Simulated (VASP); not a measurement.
# BN (P6_3/mmc) in VASP: further runs, part 2 of 2

VASP 6.6.1. Earlier steps stand in the parts before.

**3. Electric field gradients, PBE (volume scaled by 0.94)**

Input file INCAR:

```
PREC = Accurate
ENCUT = 520
EDIFF = 1E-8
ISMEAR = -1
SIGMA = 0.02
LREAL = False
LASPH = True
NELM = 80
ALGO = Normal
ISIF = 2
LWAVE = False
LCHARG = False
GGA = PE
LEFG = True
NBANDS = 16
```

Input file KPOINTS:

```
Automatic mesh
0
Gamma
  11 11 4
```

Input file POSCAR:

```
BN
1.0
    2.4528754899      0.0000000000      0.0000000000
   -1.2264377450      2.1242524866      0.0000000000
    0.0000000000      0.0000000000      6.5252189874
B N
2 2
Direct
    0.3333333333      0.6666666667      0.2500000000
    0.6666666667      0.3333333333      0.7500000000
    0.3333333333      0.6666666667      0.7500000000
    0.6666666667      0.3333333333      0.2500000000
```

Potentials or basis: VASP PAW PBE potentials, release 64 (B, N).

The run is started by

```
> cat potpaw_PBE.64/B/POTCAR potpaw_PBE.64/N/POTCAR > POTCAR
> mpirun -np 1 vasp_std > vasp.out
```

OUTCAR:

```text
PREC = Accurate
   ENCUT = 520
   EDIFF = 1E-8
   ISMEAR = -1
   LREAL = False
   LASPH = True
   NELM = 80
   ISIF = 2
   GGA = PE

 ion  position               nearest neighbor table
   1  0.333  0.667  0.250-   4 1.42   4 1.42   4 1.42
   2  0.667  0.333  0.750-   3 1.42   3 1.42   3 1.42
   3  0.333  0.667  0.750-   2 1.42   2 1.42   2 1.42
   4  0.667  0.333  0.250-   1 1.42   1 1.42   1 1.42

  LATTYP: Found a hexagonal cell.
 ALAT       =     2.4528754899
 C/A-ratio  =     2.6602324554

  Lattice vectors:

 A1 = (   2.4528754899,   0.0000000000,   0.0000000000)
 A2 = (  -1.2264377450,   2.1242524866,   0.0000000000)
 A3 = (   0.0000000000,   0.0000000000,   6.5252189874)

Analysis of symmetry for initial positions (statically):
=====================================================================
 Subroutine PRICEL returns:
 Original cell was already a primitive cell.

 Routine SETGRP: Setting up the symmetry group for a
 hexagonal supercell.

 Subroutine GETGRP returns: Found 24 space group operations
 (whereof 12 operations were pure point group operations)
 out of a pool of 24 trial point group operations.

The static configuration has the point symmetry D_3d.
 The point group associated with its full space group is D_6h.

Analysis of symmetry for dynamics (positions and initial velocities):
=====================================================================
 Subroutine PRICEL returns:
 Original cell was already a primitive cell.

 Routine SETGRP: Setting up the symmetry group for a
 hexagonal supercell.

 Subroutine GETGRP returns: Found 24 space group operations
 (whereof 12 operations were pure point group operations)
 out of a pool of 24 trial point group operations.

The dynamic configuration has the point symmetry D_3d.
 The point group associated with its full space group is D_6h.

 Subroutine INISYM returns: Found 24 space group operations
 (whereof 12 operations are pure point group operations),
 and found     1 'primitive' translations

----------------------------------------------------------------------------------------

                                     Primitive cell

  volume of cell :      33.9998

  direct lattice vectors                    reciprocal lattice vectors
     2.452875490  0.000000000  0.000000000     0.407684778  0.235376916  0.000000000
    -1.226437745  2.124252487  0.000000000     0.000000000  0.470753833  0.000000000
     0.000000000  0.000000000  6.525218987     0.000000000  0.000000000  0.153251562

  length of vectors
     2.452875490  2.452875490  6.525218987     0.470753833  0.470753833  0.153251562

  position of ions in fractional coordinates (direct lattice)
     0.333333333  0.666666667  0.250000000
     0.666666667  0.333333333  0.750000000
     0.333333333  0.666666667  0.750000000
     0.666666667  0.333333333  0.250000000

  ion indices of the primitive-cell ions
   primitive index   ion index
                 1           1
                 2           2
                 3           3
                 4           4

[... 81 lines left out ...]
   PSTRESS=    0.0 pullay stress
   NELECT =      16.0000    total number of electrons
   NUPDOWN=      -1.0000    fix difference up-down
   EMIN   =  10.00;   EMAX   =-10.00  energy-range for DOS
   EFERMI =   0.00;   METHOD = LEGACY
   ISMEAR =    -1;   SIGMA  =   0.02  broadening in eV -4-tet -1-fermi 0-gaus
   EFERMI_NEDOS =   21; number of points for ismear=-14 and -15
   IALGO  =     38    algorithm
   IMIX   =      4    mixing-type and parameters
     AMIX     =   0.40;   BMIX     =  1.00
     AMIX_MAG =   1.60;   BMIX_MAG =  1.00
  volume/ion in A,a.u.               =       8.50        57.36
  Fermi-wavevector in a.u.,A,eV,Ry     =   1.273374  2.406328 22.061587  1.621481
  Thomas-Fermi vector in A             =   2.406201
   LORBIT       =      0    0 simple, 1 ext, 2 COOP (PROOUT), +10 PAW based schemes
   GGA     = PE    functional components
   LHFCALC =     F    Hartree Fock is set to
   AEXX    =    0.0000 exact exchange contribution
   IVDW    =     0    specifies the selected vdW correction
   LEPSILON=     F    determine dielectric tensor
   LRPA    =     F    only Hartree local field effects (RPA)
 non-spin polarized calculation
  energy-cutoff  :      520.00
  volume of cell :       34.00
 maximum number of plane-waves:       940
   NGX =  9   NGY =  9   NGZ = 25

 number of electron      16.0000001 magnetization

 Free energy of the ion-electron system (eV)
  ---------------------------------------------------
  ext. energy  EPLUGINS =         0.00000000
  ---------------------------------------------------
  free energy    TOTEN  =       -34.99621660 eV

  energy without entropy =      -34.99621660  energy(sigma->0) =      -34.99621660

 E-fermi :   3.1755     XC(G=0): -10.3145

 val. band max:        2.7190462398   @ k =   0.3636   0.2727   0.0000
 cond. band min:       7.1295835055   @ k =   0.4545   0.0909   0.0000
 fundamental gap:      4.4105372657
 Fermi energy:         3.1755390999

 k-point     1 :       0.0000    0.0000    0.0000
  band No.  band energies     occupation
      1     -15.5006      2.00000
      2     -15.1714      2.00000
      3      -3.9158      2.00000
      4      -1.6489      2.00000
      5       1.4353      2.00000
      6       1.4353      2.00000
[... 433 lines left out ...]
      3      -2.1625      2.00000
      4      -2.0263      2.00000
      5      -1.9395      2.00000
      6      -0.6049      2.00000
[... 8 lines left out ...]
     15      18.3579      0.00000
     16      18.4191      0.00000

 [... further k-points ...]
[... 5 lines left out ...]
  --------------------------------------------------------------------------------------
  -------------------------------------------------------------------------------------
  Total        6.1349266      6.1349266      0.7676322     -0.0000000     -0.0000000      0.0000000
  in kB      289.0967592    289.0967592     36.1732110     -0.0000000     -0.0000000      0.0000000
  external PRESSURE =     204.7889098 kB  Pullay stress =       0.0000000 kB

 VOLUME and BASIS-vectors are now :
 -----------------------------------------------------------------------------
  energy-cutoff  :      520.00
  volume of cell :       34.00
      direct lattice vectors                 reciprocal lattice vectors
     2.452875490  0.000000000  0.000000000     0.407684778  0.235376916  0.000000000
    -1.226437745  2.124252487  0.000000000     0.000000000  0.470753833  0.000000000
     0.000000000  0.000000000  6.525218987     0.000000000  0.000000000  0.153251562

 POSITION                                       TOTAL-FORCE (eV/Angst)
 -----------------------------------------------------------------------------------
     -0.00000      1.41617      1.63130         0.000000      0.000000      0.000000
      1.22644      0.70808      4.89391        -0.000000     -0.000000      0.000000
     -0.00000      1.41617      4.89391        -0.000000     -0.000000      0.000000
      1.22644      0.70808      1.63130        -0.000000      0.000000      0.000000
 -----------------------------------------------------------------------------------
    total drift:                               -0.000000      0.000000      0.000000

  FREE ENERGIE OF THE ION-ELECTRON SYSTEM (eV)
  ---------------------------------------------------
  free  energy   TOTEN  =       -34.9962166048 eV

  energy  without entropy=      -34.9962166048  energy(sigma->0) =      -34.99621660

 Electric field gradients (V/A^2)
---------------------------------------------------------------------
 ion       V_xx      V_yy      V_zz      V_xy      V_xz      V_yz
---------------------------------------------------------------------
   1     -18.281   -18.280    36.561     0.000    -0.000    -0.000
   2     -18.281   -18.280    36.561     0.000     0.000    -0.000
   3      -4.083    -4.085     8.168    -0.002    -0.000     0.000
   4      -4.083    -4.085     8.168    -0.002     0.000     0.000
---------------------------------------------------------------------

 Electric field gradients after diagonalization (V/A^2)
 (convention: |V_zz| > |V_xx| > |V_yy|)
----------------------------------------------------------------------
 ion       V_xx      V_yy      V_zz     asymmetry (V_yy - V_xx)/ V_zz
----------------------------------------------------------------------
   1     -18.281   -18.280    36.561       0.000
   2     -18.281   -18.280    36.561       0.000
   3      -4.086    -4.082     8.168       0.000
   4      -4.086    -4.082     8.168       0.000
----------------------------------------------------------------------

           NMR quadrupolar parameters

 Cq : quadrupolar parameter    Cq=e*Q*V_zz/h
 eta: asymmetry parameters     (V_yy - V_xx)/ V_zz
 Q  : nuclear electric quadrupole moment in mb (millibarn)
----------------------------------------------------------------------
 ion       Cq(MHz)       eta       Q (mb)
----------------------------------------------------------------------
   1       0.088       0.000       1.000
   2       0.088       0.000       1.000
   3       0.020       0.000       1.000
   4       0.020       0.000       1.000
----------------------------------------------------------------------
```

stdout:

```text
POSCAR found type information on POSCAR B N
 POSCAR found :  2 types and       4 ions
 scaLAPACK will be used
 LDA part: xc-table for (Slater+PW92), standard interpolation
 POSCAR, INCAR and KPOINTS ok, starting setup
 FFT: planning ... GRIDC
 FFT: planning ... GRID_SOFT
 FFT: planning ... GRID
 WAVECAR not read
 entering main loop
ion   1

ion   2

ion   3

ion   4
```

It took 40 s on 1 thread of Intel Xeon Platinum 8259CL at 2.50GHz (Skylake/Cascade Lake), shared host; peak memory 0.15 GiB.

What came out:

| Quantity | Value |
| --- | --- |
| Free energy | -34.9962 eV |
| Pressure | 20.5 GPa |
| Band gap on the k mesh | 4.41 eV, indirect (least direct gap 4.81 eV) |

Electric field gradients, principal values (V/Å²):
```tsv
atom	least	middle	greatest (by size)
1 B	-18.280	-18.281	36.561
2 B	-18.280	-18.281	36.561
3 N	-4.082	-4.086	8.168
4 N	-4.082	-4.086	8.168
```

Caveat: without QUAD_EFG the Cq values of the log hold for a quadrupole moment of 1 mb, not for the nuclei; this functional lacks dispersion, which binds the layers, so the pressure and a relaxed spacing across them are unreliable. A k mesh can miss the band edges.
